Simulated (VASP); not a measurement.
# Sn (Im-3m) in VASP: a series of runs

Sn is run at these levels: PBEsol; tasks: single point, relaxation of cell and atoms.

Everything below comes from runs of VASP 6.6.1. Logs are shortened: lines on timing, memory, paths and dates and some standing lists are left out, and cuts for length are marked.

### Step 1. The cell of the first run

Symmetry: Im-3m, No. 229, cubic system. The conventional cell has a = 3.155 Å, b = 3.155 Å, c = 3.155 Å, α = 90.00°, β = 90.00°, γ = 90.00°. Sn (site symmetry m-3m) has 14 Sn at 2.73 to 3.15 Å within 3.6 Å.

### Step 2. Single point, PBEsol

Input file INCAR:

```
SYSTEM = Sn
ALGO = Normal ; EDIFF = 1E-6
ENCUT = 520 ; GGA = PS
ISIF = 2 ; ISMEAR = -1
LASPH = .TRUE. ; LCHARG = .FALSE.
LREAL = .FALSE. ; LWAVE = .FALSE.
NBANDS = 13 ; NELM = 60
PREC = Accurate ; SIGMA = 0.1
```

Input file KPOINTS:

```
k-points
0
G
  17 17 17
  0 0 0
```

Input file POSCAR:

```
Sn
1.0
   -1.5772655597      1.5772655597      1.5772655597
    1.5772655597     -1.5772655597      1.5772655597
    1.5772655597      1.5772655597     -1.5772655597
Sn
1
Direct
    0.0000000000      0.0000000000      0.0000000000
```

Potentials or basis: VASP PAW PBE potentials, release 64 (Sn_d).

Started as:

```console
> cat potpaw_PBE.64/Sn_d/POTCAR > POTCAR
> mpirun -np 1 vasp_std > vasp.out
```

OUTCAR:

```text
SYSTEM = Sn
   EDIFF = 1E-6
   ENCUT = 520
   GGA = PS
   ISIF = 2
   ISMEAR = -1
   LASPH = .TRUE.
   LREAL = .FALSE.
   NELM = 60
   PREC = Accurate

 ion  position               nearest neighbor table
   1  0.000  0.000  0.000-

  LATTYP: Found a body centered cubic cell.
 ALAT       =     3.1545311194

  Lattice vectors:

 A1 = (  -1.5772655597,   1.5772655597,   1.5772655597)
 A2 = (   1.5772655597,  -1.5772655597,   1.5772655597)
 A3 = (   1.5772655597,   1.5772655597,  -1.5772655597)

Analysis of symmetry for initial positions (statically):
=====================================================================
 Subroutine PRICEL returns:
 Original cell was already a primitive cell.

 Routine SETGRP: Setting up the symmetry group for a
 body centered cubic supercell.

 Subroutine GETGRP returns: Found 48 space group operations
[... 9 lines left out ...]

 Routine SETGRP: Setting up the symmetry group for a
 body centered cubic supercell.

 Subroutine GETGRP returns: Found 48 space group operations
[... 11 lines left out ...]
                                     Primitive cell

  volume of cell :      15.6955

  direct lattice vectors                    reciprocal lattice vectors
    -1.577265560  1.577265560  1.577265560     0.000000000  0.317004322  0.317004322
     1.577265560 -1.577265560  1.577265560     0.317004322  0.000000000  0.317004322
     1.577265560  1.577265560 -1.577265560     0.317004322  0.317004322  0.000000000

  length of vectors
     2.731904086  2.731904086  2.731904086     0.448311812  0.448311812  0.448311812

  position of ions in fractional coordinates (direct lattice)
     0.000000000  0.000000000  0.000000000

  ion indices of the primitive-cell ions
   primitive index   ion index
                 1           1

----------------------------------------------------------------------------------------

 KPOINTS: k-points

Automatic generation of k-mesh.
 Grid dimensions read from file:
 generate k-points for:   17   17   17

 Generating k-lattice:

  Cartesian coordinates                     Fractional coordinates (reciprocal lattice)
     0.000000000  0.018647313  0.018647313     0.058823529  0.000000000  0.000000000
     0.018647313  0.000000000  0.018647313     0.000000000  0.058823529  0.000000000
     0.018647313  0.018647313  0.000000000     0.000000000  0.000000000  0.058823529

  Length of vectors
     0.026371283  0.026371283  0.026371283

  Shift w.r.t. Gamma in fractional coordinates (k-lattice)
     0.000000000  0.000000000  0.000000000

 Subroutine IBZKPT returns following result:
 ===========================================

 Found    165 irreducible k-points:

 Following reciprocal coordinates:
            Coordinates               Weight
  0.000000  0.000000  0.000000      1.000000
  0.058824  0.000000  0.000000     12.000000
  0.117647  0.000000  0.000000     12.000000
  0.176471  0.000000  0.000000     12.000000
  0.235294  0.000000  0.000000     12.000000
  0.294118  0.000000  0.000000     12.000000
[... 16 lines left out ...]
  0.411765  0.117647  0.000000     48.000000
  0.176471  0.176471  0.000000     24.000000
 [... further k-points ...]
   k-points           NKPTS =    165   k-points in BZ     NKDIM =    165   number of bands    NBANDS=     13
   number of dos      NEDOS =    301   number of ions     NIONS =      1
   total plane-waves  NPLWV =   8000
   dimension x,y,z NGX =    20 NGY =   20 NGZ =   20
   dimension x,y,z NGXF=    40 NGYF=   40 NGZF=   40
   ions per type =               1
   NGX,Y,Z   is equivalent  to a cutoff of  12.17, 12.17, 12.17 a.u.
   NGXF,Y,Z  is equivalent  to a cutoff of  24.34, 24.34, 24.34 a.u.
 SYSTEM =  Sn
   PREC   = accura    normal or accurate (medium, high low for compatibility)
   ISTART =      0    job   : 0-new  1-cont  2-samecut
   ICHARG =      2    charge: 1-file 2-atom 10-const
   ISPIN  =      1    spin polarized calculation?
   LNONCOLLINEAR =      F non collinear calculations
   LSORBIT =      F    spin-orbit coupling
   LASPH  =      T    aspherical Exc in radial PAW
   ENCUT  =  520.0 eV  38.22 Ry    6.18 a.u.   5.08  5.08  5.08*2*pi/ulx,y,z
   NELM   =     60;   NELMIN=  2; NELMDL= -5     # of ELM steps
   EDIFF  = 0.1E-05   stopping-criterion for ELM
   LREAL  =      F    real-space projection
   EDIFFG = 0.1E-04   stopping-criterion for IOM
   NSW    =      0    number of steps for IOM
   IBRION =     -1    ionic relax: 0-MD 1-quasi-New 2-CG
   NFREE  =      0    steps in history (QN), initial steepest desc. (CG)
   ISIF   =      2    stress and relaxation
   ISYM   =      2    0-nonsym 1-usesym 2-fastsym
   POTIM  = 0.5000    time-step for ionic-motion
   TEBEG  =    0.0;   TEEND  =   0.0 temperature during run
   PSTRESS=    0.0 pullay stress
   NELECT =      14.0000    total number of electrons
   NUPDOWN=      -1.0000    fix difference up-down
   EMIN   =  10.00;   EMAX   =-10.00  energy-range for DOS
   EFERMI =   0.00;   METHOD = LEGACY
   ISMEAR =    -1;   SIGMA  =   0.10  broadening in eV -4-tet -1-fermi 0-gaus
   EFERMI_NEDOS =   21; number of points for ismear=-14 and -15
   IALGO  =     38    algorithm
   IMIX   =      4    mixing-type and parameters
     AMIX     =   0.40;   BMIX     =  1.00
     AMIX_MAG =   1.60;   BMIX_MAG =  1.00
  volume/ion in A,a.u.               =      15.70       105.92
  Fermi-wavevector in a.u.,A,eV,Ry     =   1.575890  2.978001 33.789126  2.483431
  Thomas-Fermi vector in A             =   2.676806
   LORBIT       =      0    0 simple, 1 ext, 2 COOP (PROOUT), +10 PAW based schemes
   GGA     = PS    functional components
[... 5 lines left out ...]
 non-spin polarized calculation
  energy-cutoff  :      520.00
  volume of cell :       15.70
 maximum number of plane-waves:       435
   NGX = 11   NGY = 11   NGZ = 11

 number of electron      13.9999995 magnetization

 Free energy of the ion-electron system (eV)
  ---------------------------------------------------
  ext. energy  EPLUGINS =         0.00000000
  ---------------------------------------------------
  free energy    TOTEN  =        -2.28913098 eV

  energy without entropy =       -2.27582051  energy(sigma->0) =       -2.28247574

 E-fermi :  16.7130     XC(G=0): -13.3675

 val. band max:       16.6316233546   @ k =  -0.3529   0.4118   0.2941
 cond. band min:      16.7249231955   @ k =  -0.2941   0.4706   0.0588
 fundamental gap:      0.0932998409
 Fermi energy:        16.7130017827

 k-point     1 :       0.0000    0.0000    0.0000
  band No.  band energies     occupation
      1      -5.7844      2.00000
      2      -5.7844      2.00000
      3      -5.7844      2.00000
      4      -5.1480      2.00000
      5      -5.1480      2.00000
      6       0.2586      2.00000
      7      29.2955      0.00000
      8      29.2955      0.00000
      9      29.2955      0.00000
     10      31.3237      0.00000
     11      31.3237      0.00000
     12      31.3237      0.00000
     13      34.5341      0.00000

 k-point     2 :       0.0588    0.0000    0.0000
  band No.  band energies     occupation
      1      -5.7937      2.00000
      2      -5.7770      2.00000
      3      -5.7517      2.00000
      4      -5.1580      2.00000
      5      -5.1481      2.00000
      6       0.3757      2.00000
      7      28.4221      0.00000
      8      29.1342      0.00000
      9      29.1815      0.00000
     10      30.4091      0.00000
     11      30.4812      0.00000
     12      30.8630      0.00000
     13      34.8185      0.00000

 k-point     3 :       0.1176    0.0000    0.0000
  band No.  band energies     occupation
      1      -5.8202      2.00000
      2      -5.7601      2.00000
      3      -5.6573      2.00000
      4      -5.1847      2.00000
      5      -5.1484      2.00000
      6       0.7306      2.00000
      7      25.9546      0.00000
      8      28.2981      0.00000
      9      28.9002      0.00000
     10      28.9320      0.00000
     11      29.7934      0.00000
     12      30.7626      0.00000
     13      35.2228      0.00000

 k-point     4 :       0.1765    0.0000    0.0000
  band No.  band energies     occupation
      1      -5.8602      2.00000
      2      -5.7476      2.00000
      3      -5.5117      2.00000
      4      -5.2168      2.00000
      5      -5.1486      2.00000
      6       1.3304      2.00000
      7      23.0955      0.00000
      8      27.0878      0.00000
      9      27.3341      0.00000
     10      28.5597      0.00000
     11      29.4224      0.00000
     12      31.3318      0.00000
     13      35.5841      0.00000

 k-point     5 :       0.2353    0.0000    0.0000
  band No.  band energies     occupation
      1      -5.9082      2.00000
      2      -5.7573      2.00000
      3      -5.3319      2.00000
      4      -5.2371      2.00000
      5      -5.1484      2.00000
      6       2.1817      2.00000
      7      20.2375      0.00000
      8      25.8604      0.00000
      9      25.9335      0.00000
     10      28.2339      0.00000
     11      29.1634      0.00000
     12      32.2693      0.00000
     13      35.7670      0.00000
[... 257 lines left out ...]
 k-point    22 :       0.3529    0.1176    0.0000
  band No.  band energies     occupation
      1      -5.9937      2.00000
      2      -5.8365      2.00000
      3      -5.2118      2.00000
      4      -5.1744      2.00000
      5      -4.8860      2.00000
      6       6.6099      2.00000
      7      12.7517      2.00000
      8      20.0678      0.00000
      9      23.1663      0.00000
     10      28.7141      0.00000
     11      31.8255      0.00000
     12      33.9091      0.00000
     13      37.6237      0.00000

 k-point    23 :       0.4118    0.1176    0.0000
  band No.  band energies     occupation
      1      -6.0093      2.00000
      2      -5.8587      2.00000
      3      -5.1920      2.00000
      4      -5.1795      2.00000
      5      -4.8266      2.00000
      6       8.4011      2.00000
      7      10.5447      2.00000
      8      19.7992      0.00000
      9      22.9038      0.00000
     10      28.6526      0.00000
     11      31.7639      0.00000
     12      34.4753      0.00000
     13      37.4606      0.00000

 k-point    24 :       0.1765    0.1765    0.0000
  band No.  band energies     occupation
      1      -5.9050      2.00000
      2      -5.7466      2.00000
      3      -5.2668      2.00000
      4      -5.2277      2.00000
      5      -5.1210      2.00000
      6       3.5431      2.00000
      7      19.1697      0.00000
      8      19.8226      0.00000
      9      24.4880      0.00000
     10      29.4939      0.00000
     11      31.3333      0.00000
     12      33.9546      0.00000
     13      36.5632      0.00000

 [... further k-points ...]
[... 5 lines left out ...]
  --------------------------------------------------------------------------------------
  -------------------------------------------------------------------------------------
  Total        9.6051853      9.6051853      9.6051853      0.0000000      0.0000000      0.0000000
  in kB      980.4870895    980.4870895    980.4870895      0.0000000      0.0000000      0.0000000
  external PRESSURE =     980.4870895 kB  Pullay stress =       0.0000000 kB

 VOLUME and BASIS-vectors are now :
 -----------------------------------------------------------------------------
  energy-cutoff  :      520.00
  volume of cell :       15.70
      direct lattice vectors                 reciprocal lattice vectors
    -1.577265560  1.577265560  1.577265560     0.000000000  0.317004322  0.317004322
     1.577265560 -1.577265560  1.577265560     0.317004322  0.000000000  0.317004322
     1.577265560  1.577265560 -1.577265560     0.317004322  0.317004322  0.000000000

 POSITION                                       TOTAL-FORCE (eV/Angst)
 -----------------------------------------------------------------------------------
      0.00000      0.00000      0.00000        -0.000000     -0.000000     -0.000000
 -----------------------------------------------------------------------------------
    total drift:                                0.000000     -0.000000      0.000000

  FREE ENERGIE OF THE ION-ELECTRON SYSTEM (eV)
  ---------------------------------------------------
  free  energy   TOTEN  =        -2.2891309751 eV

  energy  without entropy=       -2.2758205106  energy(sigma->0) =       -2.28247574
```

Run time: 12 s. Hardware: 1 thread of Intel Xeon 6975P-C (Granite Rapids), shared host; peak memory 0.14 GiB.

What came out:

- Free energy: -2.2891 eV
- Pressure: 98.0 GPa
- Band gap on the k mesh: zero (band 7 reaches 29.30 eV, above the bottom of band 8 at 12.12 eV)

Caveat: the PAW data sets were made with another functional, which shifts forces and pressure a little; spin-orbit coupling is left out, which moves the levels of the heavy elements.

### Step 3. Single point, PBEsol

Input file INCAR:

```
PREC     = Accurate       # precision mode
ENCUT    = 520            # plane-wave cutoff, eV
EDIFF    = 1E-6           # SCF threshold, eV
ISMEAR   = -1             # smearing method
SIGMA    = 0.1            # smearing width, eV
LREAL    = False          # projectors in reciprocal space
LASPH    = True           # aspherical terms in the spheres
NELM     = 60             # most SCF steps
ALGO     = Normal         # electronic algorithm
ISIF     = 2              # what is computed and relaxed
LWAVE    = False          # write WAVECAR
LCHARG   = True           # write CHGCAR
GGA      = PS             # functional
LELF     = True           # ELF
LVHAR    = True         
NBANDS   = 13             # bands
```

Input file KPOINTS:

```
Automatic mesh
0
Gamma
  17 17 17
```

Input file POSCAR:

```
Sn
1.0
   -1.5771214104      1.5771214104      1.5771214104
    1.5771214104     -1.5771214104      1.5771214104
    1.5771214104      1.5771214104     -1.5771214104
Sn
1
Direct
    0.0000000000      0.0000000000      0.0000000000
```

Potentials or basis: VASP PAW PBE potentials, release 64 (Sn_d).

Started as:

```console
> cat potpaw_PBE.64/Sn_d/POTCAR > POTCAR
> mpirun -np 1 vasp_std > vasp.out
```

Wall time 12 s (1 thread of Intel Xeon 6975P-C (Granite Rapids), shared host); peak memory 0.14 GiB.

The run converged. Its results:

| Property | Result |
| --- | --- |
| Free energy | -2.2865 eV |
| Pressure | 98.2 GPa |
| Band gap on the k mesh | zero (band 7 reaches 29.30 eV, above the bottom of band 8 at 12.13 eV) |

Levels at points of the mesh, in eV from the Fermi level:
| k point | band 5 | band 6 | band 7 | band 8 | band 9 | band 10 |
| --- | --- | --- | --- | --- | --- | --- |
| (0.00, 0.00, 0.00) | -21.86 | -16.46 | 12.58 | 12.58 | 12.58 | 14.61 |

Caveat: the PAW data sets were made with another functional, which shifts forces and pressure a little; spin-orbit coupling is left out, which moves the levels of the heavy elements.

### Step 4. Relaxation of cell and atoms, PBEsol, target pressure 98 GPa, at which the enthalpy is minimised

Input file INCAR:

```
ALGO = Normal ; EDIFF = 1E-7
EDIFFG = -0.005 ; ENCUT = 600
GGA = PS ; IBRION = 2
ISIF = 3 ; ISMEAR = -1
LASPH = True ; LCHARG = False
LREAL = False ; LWAVE = False
NELM = 100 ; NSW = 60
PREC = Accurate ; PSTRESS = 980.0
SIGMA = 0.1
```

Input file KPOINTS:

```
k-points
0
Gamma
  17 17 17
```

Input file POSCAR:

```
Sn
1.0
   -1.5769965948      1.5769965948      1.5769965948
    1.5769965948     -1.5769965948      1.5769965948
    1.5769965948      1.5769965948     -1.5769965948
Sn
1
Direct
    0.0000000000      0.0000000000      0.0000000000
```

Started as:

```console
> cat potpaw_PBE.64/Sn_d/POTCAR > POTCAR
> mpirun -np 1 vasp_std > vasp.out
```

Run time: 28 s. Hardware: 1 thread of Intel Xeon 6975P-C (Granite Rapids), shared host; peak memory 0.17 GiB.

Results (log left out):

```
Free energy                                            : -2.2929 eV
Relaxed volume                                         : 15.70 Å³/atom
Relaxed cell                                           : a = 2.732 Å, b = 2.732 Å, c = 2.732 Å, α = 109.47°, β = 109.47°, γ = 109.47°
Space group after relaxing (to 0.05 Å)                 : Im-3m (No. 229)
Energy change on relaxing (the enthalpy is what falls) : -8.3 meV/atom
Ionic steps                                            : 3
Pressure after relaxing                                : 98.0 GPa
Band gap on the k mesh                                 : zero (band 7 reaches 29.29 eV, above the bottom of band 8 at 12.12 eV)
```

The path:
```
step  energy change (eV)  largest force (eV/Å)  pressure (GPa)  volume (Å³)
   1              0.0000                0.0000           98.39        15.69
   2             -0.0524                0.0000           96.04        15.77
   3             -0.0083                0.0000           98.01        15.70
```

Final structure:
```cif
data_structure
_symmetry_space_group_name_H-M 'P 1'
_symmetry_Int_Tables_number 1
_cell_length_a 2.7322
_cell_length_b 2.7322
_cell_length_c 2.7322
_cell_angle_alpha 109.471
_cell_angle_beta 109.471
_cell_angle_gamma 109.471
_cell_volume 15.70
loop_
_atom_site_label
_atom_site_type_symbol
_atom_site_fract_x
_atom_site_fract_y
_atom_site_fract_z
_atom_site_occupancy
Sn1 Sn 0.00000 0.00000 0.00000 1
```

Levels at points of the mesh, in eV from the Fermi level:
```
           k point  band 5  band 6  band 7  band 8  band 9  band 10
(0.00, 0.00, 0.00)  -21.86  -16.45   12.58   12.58   12.58    14.61
```

Caveat: the cell is relaxed towards a set pressure, so the enthalpy falls and the energy may rise; the PAW data sets were made with another functional, which shifts forces and pressure a little; spin-orbit coupling is left out, which moves the levels of the heavy elements.

(Continued in part 2 of 2.)
